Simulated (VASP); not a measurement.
# AlRu (rocksalt type) (Fm-3m) in VASP: a series of runs

Runs on AlRu (rocksalt type). Level: PBE. Tasks: single point.

Program: VASP 6.6.1. These are calculated values, not measurements. Logs are shortened: lines on timing, memory, paths and dates and some standing lists are left out, and cuts for length are marked.

## (1) The cell of the first run

The structure is cubic, space group Fm-3m (No. 225). The conventional cell has a = 4.866 Å, b = 4.866 Å, c = 4.866 Å, α = 90.00°, β = 90.00°, γ = 90.00°. Ru (site symmetry m-3m) has 6 Al at 2.43 Å within 3.2 Å. Within 3.2 Å of Al (site symmetry m-3m) lie 6 Ru at 2.43 Å.

## (2) Single point, PBE

INCAR reads:

```
SYSTEM = AlRu
PREC = Accurate ; ENCUT = 520
EDIFF = 1E-7 ; ISMEAR = -1
SIGMA = 0.1 ; LREAL = .FALSE.
LASPH = .TRUE. ; NELM = 80
ALGO = Normal ; ISIF = 2
LWAVE = .FALSE. ; LCHARG = .FALSE.
GGA = PE ; NBANDS = 16
```

KPOINTS reads:

```
regular mesh
0
G
  13 13 13
  0 0 0
```

POSCAR reads:

```
AlRu
1.0
    0.0000000000      2.4329069780      2.4329069780
    2.4329069780      0.0000000000      2.4329069780
    2.4329069780      2.4329069780      0.0000000000
Ru Al
1 1
Direct
    0.0000000000      0.0000000000      0.0000000000
    0.5000000000      0.5000000000      0.5000000000
```

Potentials or basis: VASP PAW PBE potentials, release 64 (Ru_pv, Al).

Launch:

```sh
$ cat potpaw_PBE.64/Ru_pv/POTCAR potpaw_PBE.64/Al/POTCAR > POTCAR
$ mpirun -np 1 vasp_std > vasp.out
```

OUTCAR:

```text
SYSTEM = AlRu
   PREC = Accurate
   ENCUT = 520
   EDIFF = 1E-7
   ISMEAR = -1
   LREAL = .FALSE.
   LASPH = .TRUE.
   NELM = 80
   ISIF = 2
   GGA = PE

 ion  position               nearest neighbor table
   1  0.000  0.000  0.000-   2 2.43   2 2.43   2 2.43   2 2.43   2 2.43   2 2.43
   2  0.500  0.500  0.500-   1 2.43   1 2.43   1 2.43   1 2.43   1 2.43   1 2.43

  LATTYP: Found a face centered cubic cell.
 ALAT       =     4.8658139560

  Lattice vectors:

 A1 = (   0.0000000000,   2.4329069780,   2.4329069780)
 A2 = (   2.4329069780,   0.0000000000,   2.4329069780)
 A3 = (   2.4329069780,   2.4329069780,   0.0000000000)

Analysis of symmetry for initial positions (statically):
=====================================================================
 Subroutine PRICEL returns:
 Original cell was already a primitive cell.

 Routine SETGRP: Setting up the symmetry group for a
 face centered cubic supercell.

 Subroutine GETGRP returns: Found 48 space group operations
 (whereof 48 operations were pure point group operations)
 out of a pool of 48 trial point group operations.

The static configuration has the point symmetry O_h .

Analysis of symmetry for dynamics (positions and initial velocities):
=====================================================================
 Subroutine PRICEL returns:
 Original cell was already a primitive cell.

 Routine SETGRP: Setting up the symmetry group for a
 face centered cubic supercell.

 Subroutine GETGRP returns: Found 48 space group operations
 (whereof 48 operations were pure point group operations)
 out of a pool of 48 trial point group operations.

The dynamic configuration has the point symmetry O_h .

 Subroutine INISYM returns: Found 48 space group operations
 (whereof 48 operations are pure point group operations),
 and found     1 'primitive' translations

----------------------------------------------------------------------------------------

                                     Primitive cell

  volume of cell :      28.8009

  direct lattice vectors                    reciprocal lattice vectors
     0.000000000  2.432906978  2.432906978    -0.205515461  0.205515461  0.205515461
     2.432906978  0.000000000  2.432906978     0.205515461 -0.205515461  0.205515461
     2.432906978  2.432906978  0.000000000     0.205515461  0.205515461 -0.205515461

  length of vectors
     3.440650044  3.440650044  3.440650044     0.355963221  0.355963221  0.355963221

  position of ions in fractional coordinates (direct lattice)
     0.000000000  0.000000000  0.000000000
     0.500000000  0.500000000  0.500000000

  ion indices of the primitive-cell ions
   primitive index   ion index
                 1           1
                 2           2

----------------------------------------------------------------------------------------

 KPOINTS: regular mesh

Automatic generation of k-mesh.
 Grid dimensions read from file:
 generate k-points for:   13   13   13

 Generating k-lattice:

  Cartesian coordinates                     Fractional coordinates (reciprocal lattice)
    -0.015808882  0.015808882  0.015808882     0.076923077  0.000000000  0.000000000
     0.015808882 -0.015808882  0.015808882     0.000000000  0.076923077  0.000000000
     0.015808882  0.015808882 -0.015808882     0.000000000  0.000000000  0.076923077

  Length of vectors
     0.027381786  0.027381786  0.027381786

  Shift w.r.t. Gamma in fractional coordinates (k-lattice)
     0.000000000  0.000000000  0.000000000

 Subroutine IBZKPT returns following result:
 ===========================================

 Found     84 irreducible k-points:

 Following reciprocal coordinates:
            Coordinates               Weight
  0.000000  0.000000  0.000000      1.000000
  0.076923  0.000000  0.000000      8.000000
  0.153846  0.000000  0.000000      8.000000
  0.230769  0.000000  0.000000      8.000000
  0.307692  0.000000  0.000000      8.000000
  0.384615  0.000000  0.000000      8.000000
[... 16 lines left out ...]
  0.384615  0.153846  0.000000     24.000000
  0.461538  0.153846  0.000000     24.000000
 [... further k-points ...]
   k-points           NKPTS =     84   k-points in BZ     NKDIM =     84   number of bands    NBANDS=     16
   number of dos      NEDOS =    301   number of ions     NIONS =      2
   total plane-waves  NPLWV =  21952
   dimension x,y,z NGX =    28 NGY =   28 NGZ =   28
   dimension x,y,z NGXF=    56 NGYF=   56 NGZF=   56
   ions per type =               1   1
   NGX,Y,Z   is equivalent  to a cutoff of  13.53, 13.53, 13.53 a.u.
   NGXF,Y,Z  is equivalent  to a cutoff of  27.06, 27.06, 27.06 a.u.
 SYSTEM =  AlRu
   PREC   = accura    normal or accurate (medium, high low for compatibility)
   ISTART =      0    job   : 0-new  1-cont  2-samecut
   ICHARG =      2    charge: 1-file 2-atom 10-const
   ISPIN  =      1    spin polarized calculation?
   LNONCOLLINEAR =      F non collinear calculations
   LSORBIT =      F    spin-orbit coupling
   LASPH  =      T    aspherical Exc in radial PAW
   ENCUT  =  520.0 eV  38.22 Ry    6.18 a.u.   6.40  6.40  6.40*2*pi/ulx,y,z
   NELM   =     80;   NELMIN=  2; NELMDL= -5     # of ELM steps
   EDIFF  = 0.1E-06   stopping-criterion for ELM
   LREAL  =      F    real-space projection
   EDIFFG = 0.1E-05   stopping-criterion for IOM
   NSW    =      0    number of steps for IOM
   IBRION =     -1    ionic relax: 0-MD 1-quasi-New 2-CG
   NFREE  =      0    steps in history (QN), initial steepest desc. (CG)
   ISIF   =      2    stress and relaxation
   ISYM   =      2    0-nonsym 1-usesym 2-fastsym
   POTIM  = 0.5000    time-step for ionic-motion
   TEBEG  =    0.0;   TEEND  =   0.0 temperature during run
   PSTRESS=    0.0 pullay stress
   NELECT =      17.0000    total number of electrons
   NUPDOWN=      -1.0000    fix difference up-down
   EMIN   =  10.00;   EMAX   =-10.00  energy-range for DOS
   EFERMI =   0.00;   METHOD = LEGACY
   ISMEAR =    -1;   SIGMA  =   0.10  broadening in eV -4-tet -1-fermi 0-gaus
   EFERMI_NEDOS =   21; number of points for ismear=-14 and -15
   IALGO  =     38    algorithm
   IMIX   =      4    mixing-type and parameters
     AMIX     =   0.40;   BMIX     =  1.00
     AMIX_MAG =   1.60;   BMIX_MAG =  1.00
  volume/ion in A,a.u.               =      14.40        97.18
  Fermi-wavevector in a.u.,A,eV,Ry     =   1.373269  2.595102 25.658791  1.885868
  Thomas-Fermi vector in A             =   2.498801
   LORBIT       =      0    0 simple, 1 ext, 2 COOP (PROOUT), +10 PAW based schemes
   GGA     = PE    functional components
   LHFCALC =     F    Hartree Fock is set to
   AEXX    =    0.0000 exact exchange contribution
   IVDW    =     0    specifies the selected vdW correction
   LEPSILON=     F    determine dielectric tensor
   LRPA    =     F    only Hartree local field effects (RPA)
 non-spin polarized calculation
  energy-cutoff  :      520.00
  volume of cell :       28.80
 maximum number of plane-waves:       791
 NGX is ok and might be reduce to    28
   NGX = 13   NGY = 13   NGZ = 13

 number of electron      17.0000000 magnetization

 Free energy of the ion-electron system (eV)
  ---------------------------------------------------
  ext. energy  EPLUGINS =         0.00000000
  ---------------------------------------------------
  free energy    TOTEN  =       -12.63649914 eV

  energy without entropy =      -12.57569653  energy(sigma->0) =      -12.60609784

 E-fermi :   9.9941     XC(G=0): -12.0934

 val. band max:        9.9940769606   @ k =   0.4615   0.4615   0.0000
 cond. band min:       9.9972357053   @ k =  -0.4615   0.4615   0.0769
 fundamental gap:      0.0031587447
 Fermi energy:         9.9941207204

 k-point     1 :       0.0000    0.0000    0.0000
  band No.  band energies     occupation
      1     -31.9134      2.00000
      2     -31.9134      2.00000
      3     -31.9134      2.00000
      4       0.5659      2.00000
      5       7.7514      2.00000
      6       7.7514      2.00000
[... 8 lines left out ...]
     15      23.9864      0.00000
     16      23.9864      0.00000

 k-point     2 :       0.0769    0.0000    0.0000
  band No.  band energies     occupation
      1     -31.9187      2.00000
      2     -31.9143      2.00000
      3     -31.9143      2.00000
      4       0.6944      2.00000
      5       7.6653      2.00000
      6       7.7893      2.00000
[... 8 lines left out ...]
     15      23.7544      0.00000
     16      23.7955      0.00000

 k-point     3 :       0.1538    0.0000    0.0000
  band No.  band energies     occupation
      1     -31.9334      2.00000
      2     -31.9166      2.00000
      3     -31.9166      2.00000
      4       1.0730      2.00000
      5       7.4274      2.00000
      6       7.7198      2.00000
[... 8 lines left out ...]
     15      23.1471      0.00000
     16      23.1471      0.00000

 k-point     4 :       0.2308    0.0000    0.0000
  band No.  band energies     occupation
      1     -31.9541      2.00000
      2     -31.9200      2.00000
      3     -31.9200      2.00000
      4       1.6800      2.00000
      5       7.0798      2.00000
      6       7.4864      2.00000
[... 8 lines left out ...]
     15      22.1628      0.00000
     16      22.6320      0.00000
[... 324 lines left out ...]
 k-point    22 :       0.3077    0.1538    0.0000
  band No.  band energies     occupation
      1     -31.9642      2.00000
      2     -31.9284      2.00000
      3     -31.9280      2.00000
      4       2.3005      2.00000
      5       6.7647      2.00000
      6       7.0111      2.00000
[... 8 lines left out ...]
     15      22.6327      0.00000
     16      22.7414      0.00000

 k-point    23 :       0.3846    0.1538    0.0000
  band No.  band energies     occupation
      1     -31.9812      2.00000
      2     -31.9328      2.00000
      3     -31.9313      2.00000
      4       3.0908      2.00000
      5       6.3160      2.00000
      6       6.9053      2.00000
[... 8 lines left out ...]
     15      22.6321      0.00000
     16      22.6326      0.00000

 k-point    24 :       0.4615    0.1538    0.0000
  band No.  band energies     occupation
      1     -31.9936      2.00000
      2     -31.9375      2.00000
      3     -31.9326      2.00000
      4       3.9570      2.00000
      5       5.7886      2.00000
      6       6.8847      2.00000
[... 8 lines left out ...]
     15      22.5763      0.00000
     16      22.6328      0.00000

 [... further k-points ...]
[... 5 lines left out ...]
  --------------------------------------------------------------------------------------
  -------------------------------------------------------------------------------------
  Total        2.1863718      2.1863718      2.1863718      0.0000000     -0.0000000      0.0000000
  in kB      121.6264668    121.6264668    121.6264668      0.0000000     -0.0000000      0.0000000
  external PRESSURE =     121.6264668 kB  Pullay stress =       0.0000000 kB

 VOLUME and BASIS-vectors are now :
 -----------------------------------------------------------------------------
  energy-cutoff  :      520.00
  volume of cell :       28.80
      direct lattice vectors                 reciprocal lattice vectors
     0.000000000  2.432906978  2.432906978    -0.205515461  0.205515461  0.205515461
     2.432906978  0.000000000  2.432906978     0.205515461 -0.205515461  0.205515461
     2.432906978  2.432906978  0.000000000     0.205515461  0.205515461 -0.205515461

 POSITION                                       TOTAL-FORCE (eV/Angst)
 -----------------------------------------------------------------------------------
      0.00000      0.00000      0.00000         0.000000      0.000000     -0.000000
      2.43291      2.43291      2.43291        -0.000000     -0.000000      0.000000
 -----------------------------------------------------------------------------------
    total drift:                               -0.000000     -0.000000      0.000000

  FREE ENERGIE OF THE ION-ELECTRON SYSTEM (eV)
  ---------------------------------------------------
  free  energy   TOTEN  =       -12.6364991404 eV

  energy  without entropy=      -12.5756965328  energy(sigma->0) =      -12.60609784
```

Run time: 18 s. Hardware: 1 thread of Intel Xeon 6975P-C (Granite Rapids), shared host; peak memory 0.17 GiB.

Results:

```yaml
Free_energy: -12.6365 eV
Pressure: 12.2 GPa
```

Levels at points of the mesh, in eV from the Fermi level:
```tsv
k point	band 6	band 7	band 8	band 9	band 10	band 11	band 12	band 13
(0.00, 0.00, 0.00)	-2.24	-2.24	-1.88	-1.88	6.94	6.94	6.94	10.07
```

## (3) Single point, PBE

This run uses another cell than the first one, of 15.49 Å³/atom, 1.076 times its volume.

INCAR reads:

```
SYSTEM = AlRu
ALGO = Normal
EDIFF = 1E-6
ENCUT = 520
GGA = PE
ISIF = 2
ISMEAR = -1
LASPH = .True.
LCHARG = .False.
LREAL = .False.
LWAVE = .False.
NBANDS = 16
NELM = 100
PREC = Accurate
SIGMA = 0.1
```

KPOINTS reads:

```
k-points
0
Gamma
  14 14 14
  0 0 0
```

POSCAR reads:

```
AlRu
1.0
    0.0000000000      2.4928418985      2.4928418985
    2.4928418985      0.0000000000      2.4928418985
    2.4928418985      2.4928418985      0.0000000000
Ru Al
1 1
Direct
    0.0000000000      0.0000000000      0.0000000000
    0.5000000000      0.5000000000      0.5000000000
```

Potentials or basis: VASP PAW PBE potentials, release 64 (Ru_pv, Al).

Launch:

```sh
$ cat potpaw_PBE.64/Ru_pv/POTCAR potpaw_PBE.64/Al/POTCAR > POTCAR
$ mpirun -np 1 vasp_std > vasp.out
```

Run time: 21 s. Hardware: 1 thread of Intel Xeon 6975P-C (Granite Rapids), shared host; peak memory 0.19 GiB.

Results (log left out):

```
Free energy : -12.7144 eV
Pressure    : 0.0 GPa
```

Levels at points of the mesh, in eV from the Fermi level:
| k point | band 7 | band 8 | band 9 | band 10 | band 11 | band 12 |
| --- | --- | --- | --- | --- | --- | --- |
| (0.00, 0.00, 0.00) | -1.98 | -1.68 | -1.68 | 6.55 | 6.55 | 6.55 |
| (0.50, 0.00, 0.00) | -2.79 | -0.32 | -0.32 | 1.27 | 7.33 | 7.93 |
| (0.50, 0.50, 0.00) | -0.95 | 0.08 | 0.08 | 2.16 | 2.41 | 2.41 |
